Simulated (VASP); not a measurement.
# In2O3 (R-3c) in VASP: a series of runs, part 2 of 2

VASP 6.6.1.

## (3) Single point, LDA (13.12 Å³/atom)

This run uses another cell than the first one, of 13.12 Å³/atom.

INCAR

```
SYSTEM = In2O3
ALGO = Normal
EDIFF = 1E-6
ENCUT = 520
GGA = CA
ISIF = 2
ISMEAR = 0
LASPH = .TRUE.
LCHARG = .TRUE.
LELF = .TRUE.
LREAL = .FALSE.
LVHAR = .TRUE.
LWAVE = .FALSE.
NBANDS = 55
NELM = 100
PREC = Accurate
SIGMA = 0.02
```

KPOINTS

```
k-points
0
G
  6 6 6
  0 0 0
```

POSCAR

```
In2O3
1.0
    2.7718374396      1.6003210919      4.9292409932
   -2.7718374396      1.6003210919      4.9292409932
    0.0000000000     -3.2006421837      4.9292409932
In O
4 6
Direct
    0.3562845343      0.3562845343      0.3562845343
    0.1437154657      0.1437154657      0.1437154657
    0.6437154657      0.6437154657      0.6437154657
    0.8562845343      0.8562845343      0.8562845343
    0.5462556065      0.9537443935      0.2500000000
    0.2500000000      0.5462556065      0.9537443935
    0.9537443935      0.2500000000      0.5462556065
    0.4537443935      0.0462556065      0.7500000000
    0.7500000000      0.4537443935      0.0462556065
    0.0462556065      0.7500000000      0.4537443935
```

Potentials or basis: VASP PAW LDA potentials, release 64 (In_d, O).

Started as:

```
> cat potpaw_LDA.64/In_d/POTCAR potpaw_LDA.64/O/POTCAR > POTCAR
> mpirun -np 1 vasp_std > vasp.out
```

OUTCAR:

```text
SYSTEM = In2O3
   EDIFF = 1E-6
   ENCUT = 520
   GGA = CA
   ISIF = 2
   ISMEAR = 0
   LASPH = .TRUE.
   LREAL = .FALSE.
   NELM = 100
   PREC = Accurate

 ion  position               nearest neighbor table
   1  0.356  0.356  0.356-   8 2.15   9 2.15  10 2.15   6 2.27   7 2.27   5 2.27   2 3.14   3 3.27
                             3 3.27   3 3.27   2 3.67   2 3.67   2 3.67
   2  0.144  0.144  0.144-   8 2.15  10 2.15   9 2.15   7 2.27   6 2.27   5 2.27   1 3.14   4 3.27
                             4 3.27   4 3.27   1 3.67   1 3.67   1 3.67
   3  0.644  0.644  0.644-   5 2.15   6 2.15   7 2.15   9 2.27  10 2.27   8 2.27   4 3.14   1 3.27
                             1 3.27   1 3.27   4 3.67   4 3.67   4 3.67
   4  0.856  0.856  0.856-   5 2.15   7 2.15   6 2.15  10 2.27   9 2.27   8 2.27   3 3.14   2 3.27
                             2 3.27   2 3.27   3 3.67   3 3.67   3 3.67
   5  0.546  0.954  0.250-   3 2.15   4 2.15   1 2.27   2 2.27
   6  0.250  0.546  0.954-   3 2.15   4 2.15   1 2.27   2 2.27
   7  0.954  0.250  0.546-   4 2.15   3 2.15   2 2.27   1 2.27
   8  0.454  0.046  0.750-   1 2.15   2 2.15   3 2.27   4 2.27
   9  0.750  0.454  0.046-   1 2.15   2 2.15   3 2.27   4 2.27
  10  0.046  0.750  0.454-   2 2.15   1 2.15   4 2.27   3 2.27

  LATTYP: Found a trigonal (rhomboedric) cell.
 ALAT       =     5.8772040255
 COS(alpha) =     0.5551393685

  Lattice vectors:

 A1 = (   2.7718374396,   1.6003210919,   4.9292409932)
 A2 = (  -2.7718374396,   1.6003210919,   4.9292409932)
 A3 = (   0.0000000000,  -3.2006421837,   4.9292409932)

Analysis of symmetry for initial positions (statically):
=====================================================================
 Subroutine PRICEL returns:
 Original cell was already a primitive cell.

 Routine SETGRP: Setting up the symmetry group for a
 trigonal (rhombohedral) supercell.

 Subroutine GETGRP returns: Found 12 space group operations
 (whereof  6 operations were pure point group operations)
 out of a pool of 12 trial point group operations.

The static configuration has the point symmetry S_6 .
 The point group associated with its full space group is D_3d.

Analysis of symmetry for dynamics (positions and initial velocities):
=====================================================================
 Subroutine PRICEL returns:
 Original cell was already a primitive cell.

 Routine SETGRP: Setting up the symmetry group for a
 trigonal (rhombohedral) supercell.

 Subroutine GETGRP returns: Found 12 space group operations
 (whereof  6 operations were pure point group operations)
 out of a pool of 12 trial point group operations.

The dynamic configuration has the point symmetry S_6 .
 The point group associated with its full space group is D_3d.

 Subroutine INISYM returns: Found 12 space group operations
 (whereof  6 operations are pure point group operations),
 and found     1 'primitive' translations

----------------------------------------------------------------------------------------

                                     Primitive cell

  volume of cell :     131.1916

  direct lattice vectors                    reciprocal lattice vectors
     2.771837440  1.600321092  4.929240993     0.180385759  0.104145766  0.067623663
    -2.771837440  1.600321092  4.929240993    -0.180385759  0.104145766  0.067623663
[... 63 lines left out ...]
  0.333333  0.166667  0.000000     12.000000
[... 16 lines left out ...]
  0.500000  0.500000  0.166667      6.000000
 -0.333333  0.500000  0.166667     12.000000
 [... further k-points ...]
   k-points           NKPTS =     32   k-points in BZ     NKDIM =     32   number of bands    NBANDS=     55
   number of dos      NEDOS =    301   number of ions     NIONS =     10
   total plane-waves  NPLWV = 110592
   dimension x,y,z NGX =    48 NGY =   48 NGZ =   48
   dimension x,y,z NGXF=    96 NGYF=   96 NGZF=   96
   ions per type =               4   6
   NGX,Y,Z   is equivalent  to a cutoff of  13.58, 13.58, 13.58 a.u.
   NGXF,Y,Z  is equivalent  to a cutoff of  27.16, 27.16, 27.16 a.u.
 SYSTEM =  In2O3
   PREC   = accura    normal or accurate (medium, high low for compatibility)
   ISTART =      0    job   : 0-new  1-cont  2-samecut
   ICHARG =      2    charge: 1-file 2-atom 10-const
   ISPIN  =      1    spin polarized calculation?
   LNONCOLLINEAR =      F non collinear calculations
   LSORBIT =      F    spin-orbit coupling
   LASPH  =      T    aspherical Exc in radial PAW
   ENCUT  =  520.0 eV  38.22 Ry    6.18 a.u.  10.93 10.93 10.93*2*pi/ulx,y,z
   NELM   =    100;   NELMIN=  2; NELMDL= -5     # of ELM steps
   EDIFF  = 0.1E-05   stopping-criterion for ELM
   LREAL  =      F    real-space projection
   EDIFFG = 0.1E-04   stopping-criterion for IOM
   NSW    =      0    number of steps for IOM
   IBRION =     -1    ionic relax: 0-MD 1-quasi-New 2-CG
   NFREE  =      0    steps in history (QN), initial steepest desc. (CG)
   ISIF   =      2    stress and relaxation
   ISYM   =      2    0-nonsym 1-usesym 2-fastsym
   POTIM  = 0.5000    time-step for ionic-motion
   TEBEG  =    0.0;   TEEND  =   0.0 temperature during run
   PSTRESS=    0.0 pullay stress
   NELECT =      88.0000    total number of electrons
   NUPDOWN=      -1.0000    fix difference up-down
   EMIN   =  10.00;   EMAX   =-10.00  energy-range for DOS
   EFERMI =   0.00;   METHOD = LEGACY
   ISMEAR =     0;   SIGMA  =   0.02  broadening in eV -4-tet -1-fermi 0-gaus
   EFERMI_NEDOS =   21; number of points for ismear=-14 and -15
   IALGO  =     38    algorithm
   IMIX   =      4    mixing-type and parameters
     AMIX     =   0.40;   BMIX     =  1.00
     AMIX_MAG =   1.60;   BMIX_MAG =  1.00
  volume/ion in A,a.u.               =      13.12        88.53
  Fermi-wavevector in a.u.,A,eV,Ry     =   1.433069  2.708107 27.942091  2.053686
  Thomas-Fermi vector in A             =   2.552627
   LORBIT       =      0    0 simple, 1 ext, 2 COOP (PROOUT), +10 PAW based schemes
   GGA     = CA    functional components
   LHFCALC =     F    Hartree Fock is set to
   AEXX    =    0.0000 exact exchange contribution
   IVDW    =     0    specifies the selected vdW correction
   LEPSILON=     F    determine dielectric tensor
   LRPA    =     F    only Hartree local field effects (RPA)
 non-spin polarized calculation
 Gauss-broadening in eV      SIGMA  =   0.02
  energy-cutoff  :      520.00
  volume of cell :      131.19
 maximum number of plane-waves:      3550
 NGX is ok and might be reduce to    48
   NGX = 21   NGY = 21   NGZ = 21

 number of electron      88.0000005 magnetization

 Free energy of the ion-electron system (eV)
  ---------------------------------------------------
  ext. energy  EPLUGINS =         0.00000000
  ---------------------------------------------------
  free energy    TOTEN  =       -63.47878831 eV

  energy without entropy =      -63.47878831  energy(sigma->0) =      -63.47878831

 E-fermi :   4.9871     XC(G=0): -11.5444

 val. band max:        4.8325669797   @ k =  -0.1667   0.1667   0.0000
 cond. band min:       5.7747738759   @ k =   0.0000   0.0000   0.0000
 fundamental gap:      0.9422068962
 Fermi energy:         4.9870905973

 k-point     1 :       0.0000    0.0000    0.0000
  band No.  band energies     occupation
      1     -12.3449      2.00000
      2     -11.4869      2.00000
      3     -11.4869      2.00000
      4     -11.2585      2.00000
      5     -11.2585      2.00000
      6     -11.1880      2.00000
[... 1381 lines left out ...]
     54      15.0271      0.00000
     55      15.6402      0.00000

 [... further k-points ...]
[... 5 lines left out ...]
  --------------------------------------------------------------------------------------
  -------------------------------------------------------------------------------------
  Total       -6.9996730     -6.9996730     -7.0345152     -0.0000000     -0.0000000      0.0000000
  in kB      -85.4834709    -85.4834709    -85.9089808     -0.0000000     -0.0000000      0.0000000
  external PRESSURE =     -85.6253076 kB  Pullay stress =       0.0000000 kB

 VOLUME and BASIS-vectors are now :
 -----------------------------------------------------------------------------
  energy-cutoff  :      520.00
  volume of cell :      131.19
      direct lattice vectors                 reciprocal lattice vectors
     2.771837440  1.600321092  4.929240993     0.180385759  0.104145766  0.067623663
    -2.771837440  1.600321092  4.929240993    -0.180385759  0.104145766  0.067623663
     0.000000000 -3.200642184  4.929240993     0.000000000 -0.208291533  0.067623663

 POSITION                                       TOTAL-FORCE (eV/Angst)
 -----------------------------------------------------------------------------------
      0.00000      0.00000      5.26864        -0.000000     -0.000000     -0.004583
      0.00000      0.00000      2.12522        -0.000000      0.000000      0.004583
      0.00000      0.00000      9.51909        -0.000000      0.000000      0.004583
      0.00000      0.00000     12.66250        -0.000000     -0.000000     -0.004583
     -1.12949      1.60032      8.62617        -0.005985      0.000000      0.000000
     -0.82117     -1.77833      8.62617         0.002993     -0.005183      0.000000
      1.95067      0.17801      8.62617         0.002993      0.005183      0.000000
      1.12949     -1.60032      6.16155         0.005985      0.000000     -0.000000
      0.82117      1.77833      6.16155        -0.002993      0.005183      0.000000
     -1.95067     -0.17801      6.16155        -0.002993     -0.005183      0.000000
 -----------------------------------------------------------------------------------
    total drift:                                0.000000     -0.000000      0.000000

  FREE ENERGIE OF THE ION-ELECTRON SYSTEM (eV)
  ---------------------------------------------------
  free  energy   TOTEN  =       -63.4787883071 eV

  energy  without entropy=      -63.4787883071  energy(sigma->0) =      -63.47878831
```

It took 4.8 min on 1 thread of Intel Xeon Platinum 8559C (Emerald Rapids), shared host; peak memory 0.35 GiB.

What came out:

```
Free energy            : -63.4788 eV
Pressure               : -8.6 GPa
Largest force          : 0.006 eV/Å
Band gap on the k mesh : 0.94 eV (least direct gap 1.00 eV)
```

Forces on the atoms (eV/Å):
```
In   0.000  0.000 -0.005
In   0.000  0.000  0.005
In   0.000  0.000  0.005
In   0.000  0.000 -0.005
O   -0.006  0.000  0.000
O    0.003 -0.005  0.000
O    0.003  0.005  0.000
O    0.006  0.000  0.000
O   -0.003  0.005  0.000
O   -0.003 -0.005  0.000
```

Levels at points of the mesh, in eV from the valence-band top:
```
           k point  band 40  band 41  band 42  band 43  band 44  band 45  band 46  band 47  band 48  band 49
(0.00, 0.00, 0.00)    -0.37    -0.25    -0.25    -0.06    -0.06     0.94     5.20     5.75     6.91     8.67
(0.50, 0.00, 0.00)    -0.87    -0.76    -0.76    -0.07    -0.07     4.59     4.59     5.45     5.45     8.07
(0.50, 0.50, 0.00)    -0.82    -0.53    -0.36    -0.10    -0.04     4.76     5.16     6.01     6.16     6.96
(0.50, 0.50, 0.50)    -1.09    -0.18    -0.18    -0.18    -0.18     4.06     4.06     6.65     6.65     7.95
```

Caveat: the cell stands under tension; spin-orbit coupling is left out, which moves the levels of the heavy elements. A k mesh can miss the band edges.

## (4) Single point, LDA (13.61 Å³/atom)

This run uses another cell than the first one, of 13.61 Å³/atom.

INCAR

```
SYSTEM = In2O3
ALGO     = Normal         ! electronic algorithm
EDIFF    = 1E-7           ! SCF threshold, eV
ENCUT    = 520            ! plane-wave cutoff, eV
GGA      = CA             ! functional
ISIF     = 2              ! what is computed and relaxed
ISMEAR   = 0              ! smearing method
LASPH    = .True.         ! aspherical terms in the spheres
LCHARG   = .False.        ! write CHGCAR
LREAL    = .False.        ! projectors in reciprocal space
LWAVE    = .False.        ! write WAVECAR
NBANDS   = 55             ! bands
NELM     = 60             ! most SCF steps
PREC     = Accurate       ! precision mode
SIGMA    = 0.02           ! smearing width, eV
```

KPOINTS

```
k-points
0
Gamma
  6 6 6
  0 0 0
```

POSCAR

```
In2O3
1.0
    2.7998917332      1.6165182459      5.0132562967
   -2.7998917332      1.6165182459      5.0132562967
    0.0000000000     -3.2330364918      5.0132562967
In O
4 6
Direct
    0.3555286079      0.3555286079      0.3555286079
    0.1444713921      0.1444713921      0.1444713921
    0.6444713921      0.6444713921      0.6444713921
    0.8555286079      0.8555286079      0.8555286079
    0.5464078528      0.9535921472      0.2500000000
    0.2500000000      0.5464078528      0.9535921472
    0.9535921472      0.2500000000      0.5464078528
    0.4535921472      0.0464078528      0.7500000000
    0.7500000000      0.4535921472      0.0464078528
    0.0464078528      0.7500000000      0.4535921472
```

Started as:

```
> cat potpaw_LDA.64/In_d/POTCAR potpaw_LDA.64/O/POTCAR > POTCAR
> mpirun -np 1 vasp_std > vasp.out
```

Wall time 4.9 min (1 thread of Intel Xeon Platinum 8559C (Emerald Rapids), shared host); peak memory 0.35 GiB.

Results (log left out):

- Free energy: -63.1454 eV
- Pressure: -13.3 GPa
- Largest force: 0.004 eV/Å
- Band gap on the k mesh: 0.70 eV (least direct gap 0.78 eV)

Forces in eV/Å, atoms in the order of the input:
```
In   0.000  0.000 -0.004
In   0.000  0.000  0.004
In   0.000  0.000  0.004
In   0.000  0.000 -0.004
O   -0.004  0.000  0.000
O    0.002 -0.003  0.000
O    0.002  0.003  0.000
O    0.004  0.000  0.000
O   -0.002  0.003  0.000
O   -0.002 -0.003  0.000
```

Levels at points of the mesh, in eV from the valence-band top:
```csv
k point,band 41,band 42,band 43,band 44,band 45,band 46,band 47,band 48
"(0.00, 0.00, 0.00)",-0.24,-0.24,-0.08,-0.08,0.70,5.03,5.42,6.67
"(0.50, 0.00, 0.00)",-0.76,-0.76,-0.08,-0.08,4.33,4.33,5.17,5.17
"(0.50, 0.50, 0.00)",-0.50,-0.38,-0.12,-0.05,4.46,4.90,5.70,5.91
"(0.50, 0.50, 0.50)",-0.18,-0.18,-0.18,-0.18,3.82,3.82,6.30,6.30
```

Caveat: the cell stands under tension; spin-orbit coupling is left out, which moves the levels of the heavy elements. A k mesh can miss the band edges.

## (5) Single point, LDA (11.63 Å³/atom)

This run uses another cell than the first one, of 11.63 Å³/atom.

INCAR

```
PREC = Accurate
ENCUT = 520
EDIFF = 1E-7
ISMEAR = 0
SIGMA = 0.02
LREAL = F
LASPH = T
NELM = 60
ALGO = Normal
ISIF = 2
LWAVE = F
LCHARG = F
GGA = CA
NBANDS = 55
```

KPOINTS

```
regular mesh
0
Gamma
  6 6 6
```

POSCAR

```
In2O3
1.0
    2.6951045975      1.5560193649      4.6236643834
   -2.6951045975      1.5560193649      4.6236643834
    0.0000000000     -3.1120387297      4.6236643834
In O
4 6
Direct
    0.3598502164      0.3598502164      0.3598502164
    0.1401497836      0.1401497836      0.1401497836
    0.6401497836      0.6401497836      0.6401497836
    0.8598502164      0.8598502164      0.8598502164
    0.5440712660      0.9559287340      0.2500000000
    0.2500000000      0.5440712660      0.9559287340
    0.9559287340      0.2500000000      0.5440712660
    0.4559287340      0.0440712660      0.7500000000
    0.7500000000      0.4559287340      0.0440712660
    0.0440712660      0.7500000000      0.4559287340
```

Started as:

```
> cat potpaw_LDA.64/In_d/POTCAR potpaw_LDA.64/O/POTCAR > POTCAR
> mpirun -np 1 vasp_std > vasp.out
```

It took 9.6 min on 1 thread of Intel Xeon 8259CL, shared host; peak memory 0.3 GiB.

Results (log left out):

```yaml
Free_energy: -63.3443 eV
Pressure: 13.2 GPa
Largest_force: 0.006 eV/Å
Band_gap_on_the_k_mesh: 1.67 eV (least direct gap 1.68 eV)
```

Forces in eV/Å, atoms in the order of the input:
```
In   0.000  0.000  0.003
In   0.000  0.000 -0.003
In   0.000  0.000 -0.003
In   0.000  0.000  0.003
O   -0.006  0.000  0.000
O    0.003 -0.005  0.000
O    0.003  0.005  0.000
O    0.006  0.000  0.000
O   -0.003  0.005  0.000
O   -0.003 -0.005  0.000
```

Stress tensor (GPa, compression positive):
```
13.33  0.00  0.00
 0.00 13.33  0.00
 0.00  0.00 13.02
```

Levels at points of the mesh, in eV from the valence-band top:
```tsv
k point	band 41	band 42	band 43	band 44	band 45	band 46	band 47	band 48
(0.00, 0.00, 0.00)	-0.32	-0.32	-0.01	-0.01	1.67	5.55	6.81	7.30
(0.50, 0.00, 0.00)	-0.72	-0.72	-0.07	-0.07	5.33	5.33	6.29	6.29
(0.50, 0.50, 0.00)	-0.66	-0.32	-0.07	-0.04	5.77	5.79	6.56	7.00
(0.50, 0.50, 0.50)	-0.23	-0.23	-0.23	-0.23	4.75	4.75	7.73	7.73
```

Caveat: the cell stands under pressure; spin-orbit coupling is left out, which moves the levels of the heavy elements. A k mesh can miss the band edges.

## (6) Single point, LDA (12.01 Å³/atom)

This run uses another cell than the first one, of 12.01 Å³/atom.

INCAR

```
  PREC = Accurate
  ENCUT = 520
  EDIFF = 1E-6
  ISMEAR = 0
  SIGMA = 0.02
  LREAL = F
  LASPH = T
  NELM = 80
  ALGO = Normal
  ISIF = 2
  LWAVE = F
  LCHARG = F
  GGA = CA
  NBANDS = 55
```

KPOINTS

```
Automatic mesh
0
Gamma
  6 6 6
```

POSCAR

```
In2O3
1.0
    2.7120488470      1.5658021319      4.7117953389
   -2.7120488470      1.5658021319      4.7117953389
    0.0000000000     -3.1316042638      4.7117953389
In O
4 6
Direct
    0.3586228182      0.3586228182      0.3586228182
    0.1413771818      0.1413771818      0.1413771818
    0.6413771818      0.6413771818      0.6413771818
    0.8586228182      0.8586228182      0.8586228182
    0.5449023277      0.9550976723      0.2500000000
    0.2500000000      0.5449023277      0.9550976723
    0.9550976723      0.2500000000      0.5449023277
    0.4550976723      0.0449023277      0.7500000000
    0.7500000000      0.4550976723      0.0449023277
    0.0449023277      0.7500000000      0.4550976723
```

Potentials or basis: VASP PAW LDA potentials, release 64 (In_d, O).

Started as:

```
> cat potpaw_LDA.64/In_d/POTCAR potpaw_LDA.64/O/POTCAR > POTCAR
> mpirun -np 1 vasp_std > vasp.out
```

Run time: 8.6 min. Hardware: 1 thread of Intel Xeon 8259CL, shared host; peak memory 0.3 GiB.

Results (log left out):

* Free energy: -63.5752 eV
* Pressure: 6.6 GPa
* Largest force: 0.003 eV/Å
* Band gap on the k mesh: 1.49 eV (least direct gap 1.51 eV)

Forces on the atoms (eV/Å):
```
In   0.000  0.000  0.003
In   0.000  0.000 -0.003
In   0.000  0.000 -0.003
In   0.000  0.000  0.003
O   -0.003  0.000  0.000
O    0.002 -0.003  0.000
O    0.002  0.003  0.000
O    0.003  0.000  0.000
O   -0.002  0.003  0.000
O   -0.002 -0.003  0.000
```

Stress tensor (GPa, compression positive):
```
6.64 0.00 0.00
0.00 6.64 0.00
0.00 0.00 6.40
```

Levels at points of the mesh, in eV from the valence-band top:
| k point | band 40 | band 41 | band 42 | band 43 | band 44 | band 45 | band 46 | band 47 | band 48 | band 49 |
| --- | --- | --- | --- | --- | --- | --- | --- | --- | --- | --- |
| (0.00, 0.00, 0.00) | -0.43 | -0.30 | -0.30 | -0.02 | -0.02 | 1.49 | 5.49 | 6.53 | 7.28 | 9.52 |
| (0.50, 0.00, 0.00) | -1.05 | -0.74 | -0.74 | -0.07 | -0.07 | 5.17 | 5.17 | 6.08 | 6.08 | 8.46 |
| (0.50, 0.50, 0.00) | -0.97 | -0.62 | -0.33 | -0.08 | -0.04 | 5.50 | 5.67 | 6.54 | 6.76 | 7.46 |
| (0.50, 0.50, 0.50) | -1.20 | -0.21 | -0.21 | -0.21 | -0.21 | 4.59 | 4.59 | 7.48 | 7.48 | 8.25 |

Caveat: the cell stands under pressure; spin-orbit coupling is left out, which moves the levels of the heavy elements. A k mesh can miss the band edges.

## (7) Summary

| cell | gap on the mesh (eV) | pressure (GPa) | largest force (eV/Å) |
| --- | --- | --- | --- |
| a = 5.807 Å, angles 56.6°, 10 atoms, atomic positions A | 1.13 | -4.3 | 0.01 |
| a = 5.877 Å, angles 56.3°, 10 atoms, atomic positions B | 0.94 | -8.6 | 0.01 |
| a = 5.965 Å, angles 56.0°, 10 atoms, atomic positions C | 0.70 | -13.3 | - |
| a = 5.573 Å, angles 57.8°, 10 atoms, atomic positions D | 1.67 | 13.2 | 0.01 |
| a = 5.658 Å, angles 57.3°, 10 atoms, atomic positions E | 1.49 | 6.6 | - |

Alike in all rows: task single point; level LDA; potentials or basis VASP PAW LDA potentials, release 64 (In_d, O); no spin polarisation; k mesh 6 × 6 × 6; cutoff (eV) 520; smearing gaussian 0.02 eV.

Caveats: spin-orbit coupling is left out, which moves the levels of the heavy elements; the cell stands under tension (at least some runs); the cell stands under pressure (at least some runs).

Total energies depend on the potentials used, so only differences within one code and one set of settings carry meaning.
